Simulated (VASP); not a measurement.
A run of VASP 6.6.1 is set up as follows.

Contents of INCAR:

```
PREC = Accurate
ENCUT = 520
EDIFF = 1E-6
ISMEAR = -1
SIGMA = 0.1
LREAL = False
LASPH = True
NELM = 100
ALGO = Normal
ISIF = 2
LWAVE = False
LCHARG = True
LELF = True
LVHAR = True
NBANDS = 12
```

The input KPOINTS:

```
Automatic mesh
0
Gamma
  17 17 17
```

POSCAR

```
Ag
1.0
   -1.5828338084      1.5828338084      1.5828338084
    1.5828338084     -1.5828338084      1.5828338084
    1.5828338084      1.5828338084     -1.5828338084
Ag
1
Direct
    0.0000000000      0.0000000000      0.0000000000
```

Potentials or basis: VASP PAW LDA potentials, release 64 (Ag).

Command:

```console
$ cat potpaw_LDA.64/Ag/POTCAR > POTCAR
$ mpirun -np 1 vasp_std > vasp.out
```

**Question.** Predict the pressure.

**Answer.** 2.3 GPa.
